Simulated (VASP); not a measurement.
Write the native input for VASP 6.6.1 that does the following.

| Quantity | Value |
| --- | --- |
| Task | single point |
| Functional | PBEsol |
| Potentials or basis | VASP PAW PBE potentials, release 64 (W_sv) |
| Cutoff | 520 eV |
| k mesh | 20 × 20 × 20 |
| Occupations | gaussian, width 0.15 eV |
| Spin | no spin polarisation |
| Dipole correction | no |
| Further INCAR settings | ALGO = Normal; EDIFF = 1e-07; NBANDS = 13 |

The structure of W lies in POSCAR:

```
W
1.0
    0.0000000000      1.9995500000      1.9691000000
    1.9995500000      0.0000000000      1.9691000000
    1.9995500000      1.9995500000      0.0000000000
W
1
Direct
    0.0000000000      0.0000000000      0.0000000000
```

This cell differs from its parent crystal: strain -0.015 along x and y, -0.030 along z.

One way to write it, as run:

INCAR

```
SYSTEM = W
  PREC = Accurate
  ENCUT = 520
  EDIFF = 1E-7
  ISMEAR = 0
  SIGMA = 0.15
  LREAL = .False.
  LASPH = .True.
  NELM = 80
  ALGO = Normal
  ISIF = 2
  LWAVE = .False.
  LCHARG = .True.
  GGA = PS
  LELF = .True.
  LVHAR = .True.
  NBANDS = 13
```

KPOINTS

```
Automatic mesh
0
Gamma
  20 20 20
  0 0 0
```

Potentials or basis: VASP PAW PBE potentials, release 64 (W_sv).

Command:

```sh
$ cat potpaw_PBE.64/W_sv/POTCAR > POTCAR
$ mpirun -np 1 vasp_std > vasp.out
```

Results of the run:

The pressure is 5.2 GPa and the band gap on the k mesh is zero (band 7 reaches 14.41 eV, above the bottom of band 8 at 10.31 eV).

Caveat: the cell differs from its parent crystal (strain -0.015 along x and y, -0.030 along z); the PAW data sets were made with another functional, which shifts forces and pressure a little; spin-orbit coupling is left out, which moves the levels of the heavy elements.

Wall time 36 s on 1 thread of Intel(R) Xeon(R) 6975P-C (Granite Rapids) (shared host), peak memory 0.24 GiB.
